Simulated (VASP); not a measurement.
Set up this calculation in VASP 6.6.1, as the native input.

```
Task                   : single point
Functional             : PBEsol
Potentials or basis    : VASP PAW PBE potentials, release 64 (Ti_sv, Al, C)
Cutoff                 : 520 eV
k mesh                 : 1 × 1 × 1, shifted
Occupations            : fermi-dirac, width 0.1448 eV
Spin                   : no spin polarisation
Dipole correction      : no
Further INCAR settings : LREAL = Auto; ALGO = Normal; EDIFF = 1e-06; NBANDS = 94; ISYM = -1
```

The structure of Ti5Al2C3 lies in POSCAR:

```
Ti5Al2C3
1.0
    6.5014610000     -0.0292500000      0.0858630000
   -0.0292500000      6.6734590000      0.0542490000
    0.0858630000      0.0542490000      6.9054160000
Ti Al C
10 4 6
Direct
    0.4211271389      0.3872728471      0.7461428241
    0.2974100604      0.2575174094      0.1609130309
    0.6920028935      0.6341371385      0.4444485676
    0.2578789538      0.7340763422      0.4476872692
    1.0010998475     -0.0186831056      0.1606501482
    0.0576612600      0.6248973962     -0.0011900844
    0.6873167893      0.3671767466      0.1001318309
    0.9049345103      0.8658142344      0.7135161809
    0.6598050737      0.7941501460      0.0242006138
    0.8956958137      0.3036554675      0.7726555308
    0.0463057741      0.4236996370      0.4056349054
    0.3000517458     -0.0484372203      0.8591184554
    0.2177519185      0.1222964294      0.4771154566
    0.6745157982      0.1804095862      0.4711904410
    0.7605925469      0.0326028799      0.8970552344
   -0.0083476166      0.3302688476      0.0862544699
    0.6778141955      0.5429499949      0.8010753220
    0.3270368255      0.9345533391      0.1601215702
    0.4705956076      1.0127829136      0.2928841346
    0.3915594942      0.4174580613      0.4104197118
```

One way to write it, as run:

INCAR

```
PREC = Accurate
ENCUT = 520
EDIFF = 1E-6
ISMEAR = -1
SIGMA = 0.1448
LREAL = Auto
LASPH = True
NELM = 120
ALGO = Normal
ISIF = 2
LWAVE = False
LCHARG = False
GGA = PS
ISYM = -1
NBANDS = 94
GGA_COMPAT = False
```

KPOINTS

```
explicit points
1
Reciprocal
  0.25000000   0.25000000   0.25000000 1
```

Potentials or basis: VASP PAW PBE potentials, release 64 (Ti_sv, Al, C).

Run with:

```sh
$ cat potpaw_PBE.64/Ti_sv/POTCAR potpaw_PBE.64/Al/POTCAR potpaw_PBE.64/C/POTCAR > POTCAR
$ mpirun -np 1 vasp_std > vasp.out
```

It gave:

The pressure is -8.7 GPa. The largest force is 3.503 eV/Å.

Caveat: the atoms stand as in a frame of molecular dynamics; the PAW data sets were made with another functional, which shifts forces and pressure a little.

It took 110 s on 1 thread of Intel Xeon 8259CL, with other jobs on the host, peak memory 0.31 GiB.
